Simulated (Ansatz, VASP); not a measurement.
# MgIn2N2: VASP beside Ansatz

Contents of INCAR:

```
SYSTEM = MgIn2N2
PREC = Accurate
ENCUT = 520
EDIFF = 1E-6
ISMEAR = 0
SIGMA = 0.01
LREAL = .FALSE.
LASPH = .TRUE.
NELM = 60
ALGO = Normal
ISIF = 2
LWAVE = .FALSE.
LCHARG = .TRUE.
LELF = .TRUE.
LVHAR = .TRUE.
NBANDS = 27
```

The input KPOINTS:

```
regular mesh
0
G
  6 6 6
  0 0 0
```

File POSCAR:

```
MgIn2N2
1.0
    1.6315273426      0.9419623625      7.5793744899
   -1.6315273426      0.9419623625      7.5793744899
    0.0000000000     -1.8839257010      7.5793744898
Mg In N
1 2 2
Direct
    0.0000000000      0.0000000000      0.0000000000
    0.4395537396      0.4395537396      0.4395537395
    0.5604462604      0.5604462604      0.5604462605
    0.2768335839      0.2768335839      0.2768335840
    0.7231664161      0.7231664161      0.7231664160
```

Input for Ansatz:

```yaml
crystal:
  lattice:
    - [1.6315273425592922, 0.9419623625067602, 7.579374489894052]
    - [-1.6315273425592842, 0.941962362506761, 7.579374489894059]
    - [4.592934237129141e-15, -1.8839257010277113, 7.579374489787138]
  atoms:
    - { symbol: Mg, position: [-3.441911929031884e-30, -3.9019019435056825e-30, -4.120569918677474e-30] }
    - { symbol: In, position: [0.43955373959301863, 0.4395537395930183, 0.4395537394516039] }
    - { symbol: In, position: [0.5604462604069819, 0.5604462604069813, 0.560446260548394] }
    - { symbol: "N", position: [0.27683358388141505, 0.2768335838814148, 0.276833583996599] }
    - { symbol: "N", position: [0.7231664161185848, 0.7231664161185842, 0.7231664160033981] }
kpoints:
  mp_grid:
    grid: [6, 6, 6]
hamiltonian:
  xc: lda
scf:
  max_iter: 200
  n_extra_bands: 12
  occupations:
    method: fixed
output:
  forces: true
  stress: true
```

Alike in both runs: task single point; functional LDA; k mesh 6 × 6 × 6; no spin polarisation.

|  | VASP | Ansatz |
| --- | --- | --- |
| version | VASP 6.6.1 | Ansatz 0.2.0 |
| potentials or method | VASP PAW LDA potentials, release 64 (Mg, In_d, N) | plane waves, PAW |
| plane-wave cutoff (eV) | 520 | 420 |
| occupations | gaussian, width 0.01 eV | fixed |
| valence electrons in the cell | 38 | 46 |

|  | VASP | Ansatz | Ansatz less VASP |
| --- | --- | --- | --- |
| pressure (GPa) | -0.3 | 0.0 | +0.25 |
| traceless stress, the component that is largest in VASP (GPa) | 0.06 | 0.03 | -0.028 |
| rms of the force components (eV/Å) | 0.032 | 0.013 | -0.0194 |

LDA's correlation is that of Perdew and Zunger in VASP and of Perdew and Wang (1992) in Ansatz. Atom by atom the forces differ by 0.020 eV/Å (rms over components). VASP's potentials hold 38 valence electrons a cell and Ansatz's 46, so a difference there can come from the potentials and not from the codes.
